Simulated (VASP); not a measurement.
# Si in VASP: notebook

The runs below take Si through single point, with PBE.

Everything below comes from runs of VASP 6.6.1. Logs are shortened: lines on timing, memory, paths and dates and some standing lists are left out, and cuts for length are marked.

## 1. The cell of the first run

The cell holds a slab with vacuum, 9 atoms: a = 3.851 Å, b = 6.365 Å, c = 19.753 Å, α = 90.00°, β = 90.00°, γ = 90.00°.

## 2. Single point, PBE, collinear spin

The input, INCAR:

```
SYSTEM = Si
PREC = Accurate
ENCUT = 520
EDIFF = 1E-7
ISMEAR = 0
SIGMA = 0.05
LREAL = .False.
LASPH = .True.
NELM = 150
ALGO = Normal
ISIF = 2
LWAVE = .False.
LCHARG = .True.
ISPIN = 2
MAGMOM = 0 0 0 0 0 0 0 0 2
LORBIT = 11
LDIPOL = .True.
IDIPOL = 3
DIPOL = 0.5 0.5 0.333
GGA = PE
LELF = .True.
LVHAR = .True.
LVACPOTAV = .True.
NBANDS = 32
```

The input, KPOINTS:

```
Automatic mesh
0
Gamma
  7 4 1
  0 0 0
```

The input, POSCAR:

```
Si
1.0
    3.8510821775      0.0000000000      0.0000000000
    0.0000000000      6.3646812330      0.0000000000
    0.0000000000      0.0000000000     19.7525434730
Si
9
Direct
    0.0000000000      0.9370679250      0.2025055662
    0.0000000000      0.5629320750      0.2025055662
    0.5000000000      0.4370679250      0.2587875163
    0.5000000000      0.0629320750      0.2587875163
    0.5000000000      0.9333044678      0.3720589473
    0.5000000000      0.5666955322      0.3720589473
    0.0000000000      0.4259907530      0.4177964972
    0.0000000000      0.0740092470      0.4177964972
    0.5000000000      0.4259907530      0.4975914812
```

Potentials or basis: VASP PAW PBE potentials, release 64 (Si).

Command:

```console
$ cat potpaw_PBE.64/Si/POTCAR > POTCAR
$ mpirun -np 1 vasp_std > vasp.out
```

OUTCAR:

```text
SYSTEM = Si
   PREC = Accurate
   ENCUT = 520
   EDIFF = 1E-7
   ISMEAR = 0
   LREAL = .False.
   LASPH = .True.
   NELM = 150
   ISIF = 2
   ISPIN = 2
   LORBIT = 11
   GGA = PE

 ion  position               nearest neighbor table
   1  0.000  0.937  0.203-   4 2.36   4 2.36   2 2.38
   2  0.000  0.563  0.203-   3 2.36   3 2.36   1 2.38
   3  0.500  0.437  0.259-   2 2.36   2 2.36   4 2.38   6 2.38
   4  0.500  0.063  0.259-   1 2.36   1 2.36   3 2.38   5 2.38
   5  0.500  0.933  0.372-   8 2.31   8 2.31   6 2.33   4 2.38
   6  0.500  0.567  0.372-   7 2.31   7 2.31   5 2.33   3 2.38   9 2.64
   7  0.000  0.426  0.418-   8 2.24   6 2.31   6 2.31   9 2.49   9 2.49
   8  0.000  0.074  0.418-   7 2.24   5 2.31   5 2.31
   9  0.500  0.426  0.498-   7 2.49   7 2.49   6 2.64

  LATTYP: Found a simple orthorhombic cell.
 ALAT       =     3.8510821775
 B/A-ratio  =     1.6526994075
 C/A-ratio  =     5.1290890619

  Lattice vectors:

 A1 = (   3.8510821775,   0.0000000000,   0.0000000000)
 A2 = (   0.0000000000,   6.3646812330,   0.0000000000)
 A3 = (   0.0000000000,   0.0000000000,  19.7525434730)

Analysis of symmetry for initial positions (statically):
=====================================================================
 Subroutine PRICEL returns:
 Original cell was already a primitive cell.

 Routine SETGRP: Setting up the symmetry group for a
 simple orthorhombic supercell.

 Subroutine GETGRP returns: Found  2 space group operations
 (whereof  2 operations were pure point group operations)
 out of a pool of  8 trial point group operations.

The static configuration has the point symmetry C_1h.

Analysis of symmetry for dynamics (positions and initial velocities):
=====================================================================
 Subroutine PRICEL returns:
 Original cell was already a primitive cell.

 Routine SETGRP: Setting up the symmetry group for a
 simple orthorhombic supercell.

 Subroutine GETGRP returns: Found  2 space group operations
 (whereof  2 operations were pure point group operations)
 out of a pool of  8 trial point group operations.

The dynamic configuration has the point symmetry C_1h.

Analysis of structural, dynamic, and magnetic symmetry:
=====================================================================
 Subroutine PRICEL returns:
 Original cell was already a primitive cell.

 Routine SETGRP: Setting up the symmetry group for a
 simple orthorhombic supercell.

 Subroutine GETGRP returns: Found  2 space group operations
 (whereof  2 operations were pure point group operations)
 out of a pool of  8 trial point group operations.

The overall configuration has the point symmetry C_1h.

 Subroutine INISYM returns: Found  2 space group operations
 (whereof  2 operations are pure point group operations),
 and found     1 'primitive' translations

----------------------------------------------------------------------------------------

                                     Primitive cell

  volume of cell :     484.1528

  direct lattice vectors                    reciprocal lattice vectors
     3.851082177  0.000000000  0.000000000     0.259667271  0.000000000  0.000000000
     0.000000000  6.364681233  0.000000000     0.000000000  0.157117060  0.000000000
     0.000000000  0.000000000 19.752543473     0.000000000  0.000000000  0.050626392

  length of vectors
     3.851082177  6.364681233 19.752543473     0.259667271  0.157117060  0.050626392

  position of ions in fractional coordinates (direct lattice)
     0.000000000  0.937067925  0.202505566
     0.000000000  0.562932075  0.202505566
     0.500000000  0.437067925  0.258787516
     0.500000000  0.062932075  0.258787516
     0.500000000  0.933304468  0.372058947
     0.500000000  0.566695532  0.372058947
     0.000000000  0.425990753  0.417796497
     0.000000000  0.074009247  0.417796497
     0.500000000  0.425990753  0.497591481

  ion indices of the primitive-cell ions
   primitive index   ion index
                 1           1
                 2           2
                 3           3
                 4           4
[... 55 lines left out ...]
   PREC   = accura    normal or accurate (medium, high low for compatibility)
   ISTART =      0    job   : 0-new  1-cont  2-samecut
   ICHARG =      2    charge: 1-file 2-atom 10-const
   ISPIN  =      2    spin polarized calculation?
   LNONCOLLINEAR =      F non collinear calculations
   LSORBIT =      F    spin-orbit coupling
   LASPH  =      T    aspherical Exc in radial PAW
   ENCUT  =  520.0 eV  38.22 Ry    6.18 a.u.   7.16 11.83 36.73*2*pi/ulx,y,z
   NELM   =    150;   NELMIN=  2; NELMDL= -5     # of ELM steps
   EDIFF  = 0.1E-06   stopping-criterion for ELM
   LREAL  =      F    real-space projection
   EDIFFG = 0.1E-05   stopping-criterion for IOM
   NSW    =      0    number of steps for IOM
   IBRION =     -1    ionic relax: 0-MD 1-quasi-New 2-CG
   NFREE  =      0    steps in history (QN), initial steepest desc. (CG)
   ISIF   =      2    stress and relaxation
   ISYM   =      2    0-nonsym 1-usesym 2-fastsym
   POTIM  = 0.5000    time-step for ionic-motion
   TEBEG  =    0.0;   TEEND  =   0.0 temperature during run
   PSTRESS=    0.0 pullay stress
   NELECT =      36.0000    total number of electrons
   NUPDOWN=      -1.0000    fix difference up-down
   EMIN   =  10.00;   EMAX   =-10.00  energy-range for DOS
   EFERMI =   0.00;   METHOD = LEGACY
   ISMEAR =     0;   SIGMA  =   0.05  broadening in eV -4-tet -1-fermi 0-gaus
   EFERMI_NEDOS =   21; number of points for ismear=-14 and -15
   IALGO  =     38    algorithm
   IMIX   =      4    mixing-type and parameters
     AMIX     =   0.40;   BMIX     =  1.00
     AMIX_MAG =   1.60;   BMIX_MAG =  1.00
  volume/ion in A,a.u.               =      53.79       363.02
  Fermi-wavevector in a.u.,A,eV,Ry     =   0.688412  1.300909  6.447944  0.473911
  Thomas-Fermi vector in A             =   1.769204
   LORBIT       =     11    0 simple, 1 ext, 2 COOP (PROOUT), +10 PAW based schemes
   GGA     = PE    functional components
   LHFCALC =     F    Hartree Fock is set to
   AEXX    =    0.0000 exact exchange contribution
   IVDW    =     0    specifies the selected vdW correction
   LEPSILON=     F    determine dielectric tensor
   LRPA    =     F    only Hartree local field effects (RPA)
 spin polarized calculation
 Gauss-broadening in eV      SIGMA  =   0.05
  energy-cutoff  :      520.00
  volume of cell :      484.15
 maximum number of plane-waves:     13082
 NGX is ok and might be reduce to    30
   NGX = 15   NGY = 23   NGZ = 73

 dipolmoment           0.000000      0.000000      0.124764 electrons x Angstroem

 number of electron      35.9999999 magnetization       0.3240132

 dipolmoment           0.000000      0.000000     -0.030496 electrons x Angstroem

 Free energy of the ion-electron system (eV)
  ---------------------------------------------------
  ext. energy  EPLUGINS =         0.00000000
  ---------------------------------------------------
  free energy    TOTEN  =       -43.17907002 eV

  energy without entropy =      -43.17328178  energy(sigma->0) =      -43.17617590

 E-fermi :  -0.8196     XC(G=0):  -4.3230

 val. band max:       -0.8450216441   @ k =   0.2857   0.2500   0.0000
 cond. band min:      -0.8154401189   @ k =   0.4286   0.5000   0.0000
 fundamental gap:      0.0295815252
 Fermi energy:        -0.8196390059

 spin component 1

 k-point     1 :       0.0000    0.0000    0.0000
  band No.  band energies     occupation
      1     -12.9309      1.00000
      2     -11.4247      1.00000
      3     -10.3313      1.00000
      4      -9.1931      1.00000
      5      -8.5655      1.00000
      6      -7.6085      1.00000
[... 385 lines left out ...]
     29       3.8127      0.00000
     30       3.9376      0.00000
 Fermi energy:        -0.8196390059

 spin component 2

 k-point     1 :       0.0000    0.0000    0.0000
  band No.  band energies     occupation
      1     -12.8974      1.00000
      2     -11.4004      1.00000
      3     -10.3200      1.00000
      4      -9.1622      1.00000
      5      -8.5327      1.00000
      6      -7.5779      1.00000
[... 385 lines left out ...]
     29       3.8503      0.00000
     30       3.9558      0.00000
 [bands above 30 left out]

------------------------ aborting loop because EDIFF is reached ----------------------------------------

  FORCE on cell =-STRESS in cart. coord.  units (eV):
  Direction    XX          YY          ZZ          XY          YZ          ZX
  --------------------------------------------------------------------------------------
  -------------------------------------------------------------------------------------
  Total        0.8404809      0.5934366      0.0484525      0.0000000     -0.1549562      0.0000000
  in kB        2.7813521      1.9638235      0.1603409      0.0000000     -0.5127872      0.0000000
  external PRESSURE =       1.6351722 kB  Pullay stress =       0.0000000 kB

 VOLUME and BASIS-vectors are now :
 -----------------------------------------------------------------------------
  energy-cutoff  :      520.00
  volume of cell :      484.15
      direct lattice vectors                 reciprocal lattice vectors
     3.851082177  0.000000000  0.000000000     0.259667271  0.000000000  0.000000000
     0.000000000  6.364681233  0.000000000     0.000000000  0.157117060  0.000000000
     0.000000000  0.000000000 19.752543473     0.000000000  0.000000000  0.050626392

 POSITION                                       TOTAL-FORCE (eV/Angst)
 -----------------------------------------------------------------------------------
      0.00000      5.96414      4.00000         0.000000     -0.581680      0.648794
      0.00000      3.58288      4.00000         0.000000      0.405913      0.434218
      1.92554      2.78180      5.11171         0.000000      0.028784     -0.601182
      1.92554      0.40054      5.11171         0.000000     -0.019689     -0.682319
      1.92554      5.94019      7.34911         0.000000      0.135992      0.012406
      1.92554      3.60684      7.34911         0.000000      0.518168     -0.729772
      0.00000      2.71130      8.25254         0.000000      0.086566      0.529358
      0.00000      0.47105      8.25254         0.000000     -0.394604      0.392714
      1.92554      2.71130      9.82870         0.000000     -0.179451     -0.004218
 -----------------------------------------------------------------------------------
    total drift:                               -0.000000     -0.000006      0.000019

  FREE ENERGIE OF THE ION-ELECTRON SYSTEM (eV)
  ---------------------------------------------------
  free  energy   TOTEN  =       -43.1790700199 eV

  energy  without entropy=      -43.1732817838  energy(sigma->0) =      -43.17617590

 vacuum level on the upper side and lower side of the slab         3.827         4.052

 total charge

# of ion       s       p       d       tot
------------------------------------------
    1        0.800   0.826   0.000   1.626
    2        0.793   0.840   0.000   1.633
    3        0.764   0.888   0.000   1.652
    4        0.771   0.884   0.000   1.655
    5        0.771   0.911   0.000   1.681
    6        0.770   0.915   0.000   1.685
    7        0.758   0.944   0.000   1.701
    8        0.786   0.889   0.000   1.675
    9        0.912   0.644   0.000   1.556
--------------------------------------------------
tot          7.124   7.740   0.000  14.864

 magnetization (x)

# of ion       s       p       d       tot
------------------------------------------
    1       -0.000  -0.015   0.000  -0.015
    2        0.010   0.038   0.000   0.048
    3        0.001   0.004   0.000   0.005
    4        0.001   0.003   0.000   0.004
    5        0.003   0.004   0.000   0.007
    6        0.002   0.008   0.000   0.010
    7       -0.001   0.000   0.000  -0.001
    8       -0.003  -0.017   0.000  -0.019
    9        0.002   0.061   0.000   0.064
--------------------------------------------------
tot          0.016   0.086   0.000   0.102
```

Wall time 22 min (1 thread of Intel Xeon 8259CL, shared host); peak memory 0.81 GiB.

Results:

* Free energy: -43.1791 eV
* Largest force: 0.895 eV/Å
* Net moment: 0.32 μB per cell
* Site moments: Si -0.01, +0.05, +0.01, +0.00, -0.00, -0.02, +0.06 (each value once) μB
* Valence electrons inside the program's atomic spheres: Si 1.63, 1.65, 1.66, 1.68, 1.69, 1.70, 1.56 (each value once)

Forces on the atoms (eV/Å):
```
Si   0.000 -0.582  0.649
Si   0.000  0.406  0.434
Si   0.000  0.029 -0.601
Si   0.000 -0.020 -0.682
Si   0.000  0.136  0.012
Si   0.000  0.518 -0.730
Si   0.000  0.087  0.529
Si   0.000 -0.395  0.393
Si   0.000 -0.179 -0.004
```

Levels at points of the mesh, in eV from the Fermi level:
Spin up:
```tsv
k point	band 16	band 17	band 18	band 19	band 20	band 21
(0.00, 0.00, 0.00)	-0.51	-0.26	-0.23	0.64	0.89	1.11
(0.00, 0.50, 0.00)	-1.04	-0.80	-0.21	0.12	1.05	1.42
```
Spin down:
```tsv
k point	band 14	band 15	band 16	band 17	band 18	band 19	band 20	band 21	band 22	band 23
(0.00, 0.00, 0.00)	-1.31	-0.75	-0.45	-0.22	-0.21	0.64	1.06	1.18	1.64	1.85
(0.00, 0.50, 0.00)	-1.19	-1.13	-1.04	-0.68	-0.14	0.17	1.13	1.49	1.57	1.96
```

## 3. Single point, PBE, collinear spin

The input, INCAR:

```
PREC = Accurate ; ENCUT = 520
EDIFF = 1E-6 ; ISMEAR = 0
SIGMA = 0.05 ; LREAL = F
LASPH = T ; NELM = 150
ALGO = Normal ; ISIF = 2
LWAVE = F ; LCHARG = F
ISPIN = 2 ; MAGMOM = 0 0 0 0 0 0 0 0 2
LORBIT = 11 ; LDIPOL = T
IDIPOL = 3 ; DIPOL = 0.5 0.5 0.333
GGA = PE ; NBANDS = 32
```

The input, KPOINTS:

```
Automatic mesh
0
Gamma
  7 4 1
```

The input, POSCAR:

```
Si
1.0
    3.8510822285      0.0000000000      0.0000000000
    0.0000000000      6.3646810443      0.0000000000
    0.0000000000      0.0000000000     19.7525435318
Si
9
Direct
    0.0000000000      0.9370679282      0.2025055656
    0.0000000000      0.5629320718      0.2025055656
    0.5000000000      0.4370679282      0.2587875163
    0.5000000000      0.0629320718      0.2587875163
    0.5000000000      0.9333044702      0.3720589482
    0.5000000000      0.5666955298      0.3720589482
    0.0000000000      0.4259907587      0.4177964989
    0.0000000000      0.0740092413      0.4177964989
    0.5000000000      0.9259907587      0.4950494391
```

Potentials or basis: VASP PAW PBE potentials, release 64 (Si).

Command:

```console
$ cat potpaw_PBE.64/Si/POTCAR > POTCAR
$ mpirun -np 1 vasp_std > vasp.out
```

OUTCAR:

```text
PREC = Accurate
   ENCUT = 520
   EDIFF = 1E-6
   ISMEAR = 0
   LREAL = F
   LASPH = T
   NELM = 150
   ISIF = 2
   ISPIN = 2
   LORBIT = 11
   GGA = PE

 ion  position               nearest neighbor table
   1  0.000  0.937  0.203-   4 2.36   4 2.36   2 2.38
   2  0.000  0.563  0.203-   3 2.36   3 2.36   1 2.38
   3  0.500  0.437  0.259-   2 2.36   2 2.36   4 2.38   6 2.38
   4  0.500  0.063  0.259-   1 2.36   1 2.36   3 2.38   5 2.38
   5  0.500  0.933  0.372-   8 2.31   8 2.31   6 2.33   4 2.38   9 2.43
   6  0.500  0.567  0.372-   7 2.31   7 2.31   5 2.33   3 2.38
   7  0.000  0.426  0.418-   8 2.24   6 2.31   6 2.31
   8  0.000  0.074  0.418-   7 2.24   5 2.31   5 2.31   9 2.63   9 2.63
   9  0.500  0.926  0.495-   5 2.43   8 2.63   8 2.63

  LATTYP: Found a simple orthorhombic cell.
 ALAT       =     3.8510822285
 B/A-ratio  =     1.6526993366
 C/A-ratio  =     5.1290890092

  Lattice vectors:

 A1 = (   3.8510822285,   0.0000000000,   0.0000000000)
 A2 = (   0.0000000000,   6.3646810443,   0.0000000000)
 A3 = (   0.0000000000,   0.0000000000,  19.7525435318)

Analysis of symmetry for initial positions (statically):
=====================================================================
 Subroutine PRICEL returns:
 Original cell was already a primitive cell.

 Routine SETGRP: Setting up the symmetry group for a
 simple orthorhombic supercell.
[... 1011 lines left out ...]
     0.000000000  0.000000000 19.752543532     0.000000000  0.000000000  0.050626391

 POSITION                                       TOTAL-FORCE (eV/Angst)
 -----------------------------------------------------------------------------------
      0.00000      5.96414      4.00000         0.000000     -0.511375      0.356242
      0.00000      3.58288      4.00000         0.000000      0.562574      0.691640
      1.92554      2.78180      5.11171         0.000000     -0.020204     -0.833953
      1.92554      0.40054      5.11171         0.000000     -0.068641     -0.653663
      1.92554      5.94019      7.34911         0.000000     -0.741031     -1.206354
      1.92554      3.60684      7.34911         0.000000      0.048150      0.095725
      0.00000      2.71130      8.25254         0.000000      0.791337      0.318423
      0.00000      0.47105      8.25254         0.000000     -0.104278      1.235309
      1.92554      5.89364      9.77849         0.000000      0.043469     -0.003369
 -----------------------------------------------------------------------------------
    total drift:                               -0.000000      0.000031     -0.000017

  FREE ENERGIE OF THE ION-ELECTRON SYSTEM (eV)
  ---------------------------------------------------
  free  energy   TOTEN  =       -43.1394009483 eV

  energy  without entropy=      -43.1327312141  energy(sigma->0) =      -43.13606608

 vacuum level on the upper side and lower side of the slab         3.654         3.958

 total charge

# of ion       s       p       d       tot
------------------------------------------
    1        0.794   0.838   0.000   1.632
    2        0.798   0.828   0.000   1.626
    3        0.771   0.885   0.000   1.656
    4        0.766   0.881   0.000   1.647
    5        0.763   0.938   0.000   1.702
    6        0.769   0.907   0.000   1.677
    7        0.790   0.890   0.000   1.680
    8        0.765   0.922   0.000   1.687
    9        0.918   0.628   0.000   1.546
--------------------------------------------------
tot          7.135   7.718   0.000  14.853

 magnetization (x)

# of ion       s       p       d       tot
------------------------------------------
    1        0.011   0.040   0.000   0.051
    2        0.002  -0.009   0.000  -0.007
    3        0.006   0.017   0.000   0.023
    4        0.004   0.007   0.000   0.011
    5        0.005   0.016   0.000   0.021
    6        0.008   0.009   0.000   0.017
    7        0.005   0.017   0.000   0.022
    8        0.002   0.004   0.000   0.006
    9        0.006   0.106   0.000   0.112
--------------------------------------------------
tot          0.049   0.206   0.000   0.255
```

stdout:

```text
POSCAR found type information on POSCAR Si
 POSCAR found :  1 types and       9 ions
 scaLAPACK will be used
 LDA part: xc-table for (Slater+PW92), standard interpolation
 POSCAR, INCAR and KPOINTS ok, starting setup
 FFT: planning ... GRIDC
 FFT: planning ... GRID_SOFT
 FFT: planning ... GRID
 WAVECAR not read
 entering main loop
```

Wall time 24 min (1 thread of Intel Xeon 8259CL, shared host); peak memory 0.8 GiB.

Results:

```yaml
Free_energy: -43.1394 eV
Largest_force: 1.416 eV/Å
Net_moment: 0.77 μB per cell
Site_moments: Si +0.05, -0.01, +0.02, +0.01, +0.11 (each value once) μB
Valence_electrons_inside_the_program's_atomic_spheres: Si 1.63, 1.66, 1.65, 1.70, 1.68, 1.69, 1.55 (each value once)
```

Forces on the atoms (eV/Å):
```
Si   0.000 -0.511  0.356
Si   0.000  0.563  0.692
Si   0.000 -0.020 -0.834
Si   0.000 -0.069 -0.654
Si   0.000 -0.741 -1.206
Si   0.000  0.048  0.096
Si   0.000  0.791  0.318
Si   0.000 -0.104  1.235
Si   0.000  0.043 -0.003
```

Caveat: a moment this small can come from the mesh or the smearing.
